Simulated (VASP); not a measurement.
The system is HfN.

```
CELL_PARAMETERS angstrom
3.13391 0.00000 0.00000
-1.56695 2.71404 0.00000
0.00000 0.00000 5.41677
ATOMIC_POSITIONS crystal
Hf 0.66667 0.33333 0.75000
Hf 0.33333 0.66667 0.25000
N 0.00000 0.00000 0.00000
N 0.00000 0.00000 0.50000
```

Base run:

- Program: VASP 6.6.1
- Functional: BLYP
- Potentials or basis: VASP PAW PBE potentials, release 64 (Hf_pv, N)
- Cutoff: 520 eV
- k mesh: 9 × 9 × 5
- Occupations: methfessel-paxton, width 0.15 eV
- Spin: no spin polarisation

Its results: band gap on the k mesh zero (band 15 reaches 9.88 eV, above the bottom of band 16 at 8.26 eV); pressure 13.2 GPa.

Question: The run is repeated on the same cell with these changes: functional from BLYP to PBEsol. What comes out?

Answer: Band gap on the k mesh zero (band 15 reaches 9.19 eV, above the bottom of band 16 at 7.52 eV); pressure -4.5 GPa.

PBEsol binds more tightly than BLYP, so the same cell stands under less pressure.

Caveats: the PAW data sets were made with another functional, which shifts forces and pressure a little; spin-orbit coupling is left out, which moves the levels of the heavy elements.
